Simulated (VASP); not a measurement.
# NaCl (Fm-3m) in VASP: single point with PBE0

Aim: the single point of NaCl with PBE0.

Everything below comes from runs of VASP 6.6.1. Logs are shortened: lines on timing, memory, paths and dates and some standing lists are left out, and cuts for length are marked.

## 1. The cell of the first run

The structure is cubic, space group Fm-3m (No. 225). The conventional cell has a = 5.605 Å, b = 5.605 Å, c = 5.605 Å, α = 90.00°, β = 90.00°, γ = 90.00°. Within 3.7 Å of Na (site symmetry m-3m) lie 6 Cl at 2.80 Å. Cl (site symmetry m-3m) has 6 Na at 2.80 Å within 3.7 Å.

## 2. Single point, PBE0

Contents of POSCAR:

```
NaCl
1.0
    0.0000000000      2.8026988254      2.8026988254
    2.8026988254      0.0000000000      2.8026988254
    2.8026988254      2.8026988254      0.0000000000
Na Cl
1 1
Direct
    0.0000000000      0.0000000000      0.0000000000
    0.5000000000      0.5000000000      0.5000000000
```

Contents of INCAR.step1:

```
  ALGO = Normal
  EDIFF = 1E-5
  ENCUT = 520
  GGA = PE
  ISIF = 2
  ISMEAR = 0
  LASPH = True
  LCHARG = False
  LREAL = False
  LWAVE = True
  NBANDS = 14
  NELM = 100
  PREC = Accurate
  SIGMA = 0.01
```

Contents of INCAR.step2:

```
  AEXX = 0.25
  ALGO = Normal
  EDIFF = 1E-6
  ENCUT = 520
  GGA = PE
  ISIF = 2
  ISMEAR = 0
  ISTART = 1
  LASPH = True
  LCHARG = False
  LHFCALC = True
  LREAL = False
  LWAVE = False
  NBANDS = 14
  NELM = 100
  PREC = Accurate
  PRECFOCK = Normal
  SIGMA = 0.01
```

Contents of KPOINTS:

```
k-points
0
Gamma
  6 6 6
```

Potentials or basis: VASP PAW PBE potentials, release 64 (Na_pv, Cl).

On the command line:

```console
cat potpaw_PBE.64/Na_pv/POTCAR potpaw_PBE.64/Cl/POTCAR > POTCAR
cp INCAR.step1 INCAR
mpirun -np 1 vasp_std > vasp.out
cp INCAR.step2 INCAR
mpirun -np 1 vasp_std > vasp.out
```

OUTCAR:

```text
AEXX = 0.25
   EDIFF = 1E-6
   ENCUT = 520
   GGA = PE
   ISIF = 2
   ISMEAR = 0
   ISTART = 1
   LASPH = True
   LHFCALC = True
   LREAL = False
   NELM = 100
   PREC = Accurate
   PRECFOCK = Normal

 ion  position               nearest neighbor table
   1  0.000  0.000  0.000-
   2  0.500  0.500  0.500-

  LATTYP: Found a face centered cubic cell.
 ALAT       =     5.6053976508

  Lattice vectors:

 A1 = (   0.0000000000,   2.8026988254,   2.8026988254)
 A2 = (   2.8026988254,   0.0000000000,   2.8026988254)
 A3 = (   2.8026988254,   2.8026988254,   0.0000000000)

Analysis of symmetry for initial positions (statically):
=====================================================================
 Subroutine PRICEL returns:
 Original cell was already a primitive cell.

 Routine SETGRP: Setting up the symmetry group for a
 face centered cubic supercell.

 Subroutine GETGRP returns: Found 48 space group operations
 (whereof 48 operations were pure point group operations)
 out of a pool of 48 trial point group operations.

The static configuration has the point symmetry O_h .

Analysis of symmetry for dynamics (positions and initial velocities):
=====================================================================
 Subroutine PRICEL returns:
 Original cell was already a primitive cell.

 Routine SETGRP: Setting up the symmetry group for a
 face centered cubic supercell.

 Subroutine GETGRP returns: Found 48 space group operations
 (whereof 48 operations were pure point group operations)
 out of a pool of 48 trial point group operations.

The dynamic configuration has the point symmetry O_h .

 Subroutine INISYM returns: Found 48 space group operations
 (whereof 48 operations are pure point group operations),
 and found     1 'primitive' translations

----------------------------------------------------------------------------------------

                                     Primitive cell

  volume of cell :      44.0311

  direct lattice vectors                    reciprocal lattice vectors
     0.000000000  2.802698825  2.802698825    -0.178399475  0.178399475  0.178399475
     2.802698825  0.000000000  2.802698825     0.178399475 -0.178399475  0.178399475
     2.802698825  2.802698825  0.000000000     0.178399475  0.178399475 -0.178399475

  length of vectors
     3.963614690  3.963614690  3.963614690     0.308996955  0.308996955  0.308996955

  position of ions in fractional coordinates (direct lattice)
     0.000000000  0.000000000  0.000000000
     0.500000000  0.500000000  0.500000000

  ion indices of the primitive-cell ions
   primitive index   ion index
                 1           1
                 2           2

----------------------------------------------------------------------------------------

 KPOINTS: k-points

Automatic generation of k-mesh.
 Grid dimensions read from file:
 generate k-points for:    6    6    6

 Generating k-lattice:

  Cartesian coordinates                     Fractional coordinates (reciprocal lattice)
    -0.029733246  0.029733246  0.029733246     0.166666667  0.000000000  0.000000000
     0.029733246 -0.029733246  0.029733246     0.000000000  0.166666667  0.000000000
     0.029733246  0.029733246 -0.029733246     0.000000000  0.000000000  0.166666667

  Length of vectors
     0.051499493  0.051499493  0.051499493

  Shift w.r.t. Gamma in fractional coordinates (k-lattice)
     0.000000000  0.000000000  0.000000000

 Subroutine IBZKPT returns following result:
 ===========================================

 Found     16 irreducible k-points:

 Following reciprocal coordinates:
            Coordinates               Weight
  0.000000  0.000000  0.000000      1.000000
  0.166667  0.000000  0.000000      8.000000
  0.333333  0.000000  0.000000      8.000000
  0.500000  0.000000  0.000000      4.000000
  0.166667  0.166667  0.000000      6.000000
  0.333333  0.166667  0.000000     24.000000
[... 8 lines left out ...]
 -0.333333  0.333333  0.166667     24.000000
 -0.333333  0.500000  0.166667     12.000000
   k-points           NKPTS =     16   k-points in BZ     NKDIM =    216   number of bands    NBANDS=     14
   number of dos      NEDOS =    301   number of ions     NIONS =      2
   total plane-waves  NPLWV =  27000
   dimension x,y,z NGX =    30 NGY =   30 NGZ =   30
   dimension x,y,z NGXF=    60 NGYF=   60 NGZF=   60
   ions per type =               1   1
   NGX,Y,Z   is equivalent  to a cutoff of  12.58, 12.58, 12.58 a.u.
   NGXF,Y,Z  is equivalent  to a cutoff of  25.17, 25.17, 25.17 a.u.
 SYSTEM =  unknown system
   PREC   = accura    normal or accurate (medium, high low for compatibility)
   ISTART =      1    job   : 0-new  1-cont  2-samecut
   ICHARG =      0    charge: 1-file 2-atom 10-const
   ISPIN  =      1    spin polarized calculation?
   LNONCOLLINEAR =      F non collinear calculations
   LSORBIT =      F    spin-orbit coupling
   LASPH  =      T    aspherical Exc in radial PAW
   ENCUT  =  520.0 eV  38.22 Ry    6.18 a.u.   7.37  7.37  7.37*2*pi/ulx,y,z
   NELM   =    100;   NELMIN=  2; NELMDL=  0     # of ELM steps
   EDIFF  = 0.1E-05   stopping-criterion for ELM
   LREAL  =      F    real-space projection
   EDIFFG = 0.1E-04   stopping-criterion for IOM
   NSW    =      0    number of steps for IOM
   IBRION =     -1    ionic relax: 0-MD 1-quasi-New 2-CG
   NFREE  =      0    steps in history (QN), initial steepest desc. (CG)
   ISIF   =      2    stress and relaxation
   ISYM   =      3    0-nonsym 1-usesym 2-fastsym
   POTIM  = 0.5000    time-step for ionic-motion
   TEBEG  =    0.0;   TEEND  =   0.0 temperature during run
   PSTRESS=    0.0 pullay stress
   NELECT =      14.0000    total number of electrons
   NUPDOWN=      -1.0000    fix difference up-down
   EMIN   =  10.00;   EMAX   =-10.00  energy-range for DOS
   EFERMI =   0.00;   METHOD = LEGACY
   ISMEAR =     0;   SIGMA  =   0.01  broadening in eV -4-tet -1-fermi 0-gaus
   EFERMI_NEDOS =   21; number of points for ismear=-14 and -15
   IALGO  =     38    algorithm
   IMIX   =      1    mixing-type and parameters
     AMIX     =   0.40;   BMIX     =  1.00
     AMIX_MAG =   1.60;   BMIX_MAG =  1.00
  volume/ion in A,a.u.               =      22.02       148.57
  Fermi-wavevector in a.u.,A,eV,Ry     =   1.117372  2.111527 16.987145  1.248520
  Thomas-Fermi vector in A             =   2.253994
   LORBIT       =      0    0 simple, 1 ext, 2 COOP (PROOUT), +10 PAW based schemes
   GGA     = PE    functional components
   LHFCALC =     T    Hartree Fock is set to
   PRECFOCK=normal    Normal, Fast or Accurate (Low or Medium for compatibility)
   ENCUT4O =  -1.0   cutoff for four orbital integrals eV
   NKREDX  =     1    reduce k-point grid by
   NKREDY  =     1    reduce k-point grid by
   NKREDZ  =     1    reduce k-point grid by
   AEXX    =    0.2500 exact exchange contribution
   HFSCREEN=    0.0000 screening length (either q_TF or 0.3 A-1)
   HFSCREENC=   0.0000 screening length for correlation (either q_TF or 0.3 A-1)
   ENCUTFOCK=  -1.0 apply spherical cutoff to Coloumb kernel
   IVDW    =     0    specifies the selected vdW correction
   LEPSILON=     F    determine dielectric tensor
   LRPA    =     F    only Hartree local field effects (RPA)
 non-spin polarized calculation
 Gauss-broadening in eV      SIGMA  =   0.01
  energy-cutoff  :      520.00
  volume of cell :       44.03
 maximum number of plane-waves:      1243
 NGX is ok and might be reduce to    30
  NGX = 24; NGY = 24; NGZ = 24

 number of electron      14.0000003 magnetization

 Free energy of the ion-electron system (eV)
  ---------------------------------------------------
  ext. energy  EPLUGINS =         0.00000000
  ---------------------------------------------------
  free energy    TOTEN  =        -8.39919038 eV

  energy without entropy =       -8.39919038  energy(sigma->0) =       -8.39919038

 E-fermi :  -1.9171     XC(G=0):  -6.4876

 val. band max:       -2.0216784569   @ k =   0.0000   0.0000   0.0000
 cond. band min:       5.2584425405   @ k =   0.0000   0.0000   0.0000
 fundamental gap:      7.2801209974
 Fermi energy:        -1.9170592930

 k-point     1 :       0.0000    0.0000    0.0000
  band No.  band energies     occupation
      1     -24.8825      2.00000
      2     -24.8824      2.00000
      3     -24.8824      2.00000
      4     -15.9517      2.00000
      5      -2.0217      2.00000
      6      -2.0217      2.00000
      7      -2.0217      2.00000
      8       5.2584      0.00000
      9      11.3851      0.00000
     10      11.3851      0.00000
     11      11.3851      0.00000
     12      13.7555      0.00000
     13      13.7555      0.00000
     14      15.0487      0.00000

 k-point     2 :       0.1667    0.0000    0.0000
  band No.  band energies     occupation
      1     -24.8901      2.00000
      2     -24.8829      2.00000
      3     -24.8829      2.00000
      4     -15.8597      2.00000
      5      -2.6689      2.00000
      6      -2.1001      2.00000
      7      -2.1001      2.00000
      8       6.1054      0.00000
      9      10.5415      0.00000
     10      11.6959      0.00000
     11      11.6959      0.00000
     12      13.4105      0.00000
     13      13.4105      0.00000
     14      16.3655      0.00000

 k-point     3 :       0.3333    0.0000    0.0000
  band No.  band energies     occupation
      1     -24.9052      2.00000
      2     -24.8838      2.00000
      3     -24.8838      2.00000
      4     -15.6674      2.00000
      5      -3.7078      2.00000
      6      -2.2499      2.00000
      7      -2.2499      2.00000
      8       7.2131      0.00000
      9      10.4283      0.00000
     10      11.5343      0.00000
     11      11.5343      0.00000
     12      14.5380      0.00000
     13      14.5380      0.00000
     14      15.7277      0.00000

 k-point     4 :       0.5000    0.0000    0.0000
  band No.  band energies     occupation
      1     -24.9126      2.00000
      2     -24.8842      2.00000
      3     -24.8842      2.00000
      4     -15.5665      2.00000
      5      -4.1541      2.00000
      6      -2.3215      2.00000
      7      -2.3215      2.00000
      8       7.3753      0.00000
      9      11.1459      0.00000
     10      11.2959      0.00000
     11      11.2959      0.00000
     12      15.4261      0.00000
     13      16.8458      0.00000
     14      16.8458      0.00000

 k-point     5 :       0.1667    0.1667    0.0000
  band No.  band energies     occupation
      1     -24.8892      2.00000
      2     -24.8845      2.00000
      3     -24.8845      2.00000
      4     -15.8330      2.00000
      5      -2.6871      2.00000
      6      -2.2062      2.00000
      7      -2.2062      2.00000
      8       6.3939      0.00000
      9      10.0353      0.00000
     10      12.0810      0.00000
     11      12.0810      0.00000
[... 140 lines left out ...]
 k-point    14 :       0.5000    0.3333    0.1667
  band No.  band energies     occupation
      1     -24.9023      2.00000
      2     -24.8914      2.00000
      3     -24.8867      2.00000
      4     -15.5678      2.00000
      5      -3.6360      2.00000
      6      -2.8548      2.00000
      7      -2.4973      2.00000
      8       8.6812      0.00000
      9       9.3369      0.00000
     10      10.1252      0.00000
     11      12.7700      0.00000
     12      14.0710      0.00000
     13      16.6657      0.00000
     14      17.2953      0.00000

 k-point    15 :      -0.3333    0.3333    0.1667
  band No.  band energies     occupation
      1     -24.9029      2.00000
      2     -24.8937      2.00000
      3     -24.8884      2.00000
      4     -15.5094      2.00000
      5      -3.6554      2.00000
      6      -3.1205      2.00000
      7      -2.6173      2.00000
      8       9.1131      0.00000
      9       9.5009      0.00000
     10      10.2473      0.00000
     11      12.2966      0.00000
     12      14.7311      0.00000
     13      16.2560      0.00000
     14      17.3810      0.00000

 k-point    16 :      -0.3333    0.5000    0.1667
  band No.  band energies     occupation
      1     -24.8999      2.00000
      2     -24.8938      2.00000
      3     -24.8922      2.00000
      4     -15.4946      2.00000
      5      -3.6286      2.00000
      6      -3.0423      2.00000
      7      -2.8163      2.00000
      8       8.6944      0.00000
      9       9.0212      0.00000
     10      10.8351      0.00000
     11      12.5356      0.00000
     12      15.8143      0.00000
     13      16.9514      0.00000
     14      16.9781      0.00000

------------------------ aborting loop because EDIFF is reached ----------------------------------------

  FORCE on cell =-STRESS in cart. coord.  units (eV):
  Direction    XX          YY          ZZ          XY          YZ          ZX
  --------------------------------------------------------------------------------------
  -------------------------------------------------------------------------------------
  Total        0.1736429      0.1736429      0.1736429      0.0000000      0.0000000      0.0000000
  in kB        6.3184168      6.3184168      6.3184168      0.0000000      0.0000000      0.0000000
  external PRESSURE =       6.3184168 kB  Pullay stress =       0.0000000 kB

 VOLUME and BASIS-vectors are now :
 -----------------------------------------------------------------------------
  energy-cutoff  :      520.00
  volume of cell :       44.03
      direct lattice vectors                 reciprocal lattice vectors
     0.000000000  2.802698825  2.802698825    -0.178399475  0.178399475  0.178399475
     2.802698825  0.000000000  2.802698825     0.178399475 -0.178399475  0.178399475
     2.802698825  2.802698825  0.000000000     0.178399475  0.178399475 -0.178399475

 POSITION                                       TOTAL-FORCE (eV/Angst)
 -----------------------------------------------------------------------------------
      0.00000      0.00000      0.00000         0.000000      0.000000     -0.000000
      2.80270      2.80270      2.80270        -0.000000     -0.000000      0.000000
 -----------------------------------------------------------------------------------
    total drift:                               -0.000000     -0.000000     -0.000000

  FREE ENERGIE OF THE ION-ELECTRON SYSTEM (eV)
  ---------------------------------------------------
  free  energy   TOTEN  =        -8.3991903759 eV

  energy  without entropy=       -8.3991903759  energy(sigma->0) =       -8.39919038
```

Run time: 20 min. Hardware: 1 thread of AMD EPYC 7R43 (Zen 3), shared host; peak memory 0.15 GiB.

Results:

| Property | Result |
| --- | --- |
| Free energy | -8.3992 eV |
| Pressure | 0.6 GPa |
| Band gap on the k mesh | 7.28 eV |

Levels at points of the mesh, in eV from the valence-band top:
```csv
k point,band 4,band 5,band 6,band 7,band 8,band 9,band 10,band 11
"(0.00, 0.00, 0.00)",-13.93,0.00,0.00,0.00,7.28,13.41,13.41,13.41
"(0.50, 0.00, 0.00)",-13.54,-2.13,-0.30,-0.30,9.40,13.17,13.32,13.32
"(0.50, 0.50, 0.00)",-13.49,-1.86,-0.67,-0.67,9.81,10.14,13.79,17.42
```

Caveat: the PAW data sets were made with another functional, which shifts forces and pressure a little.
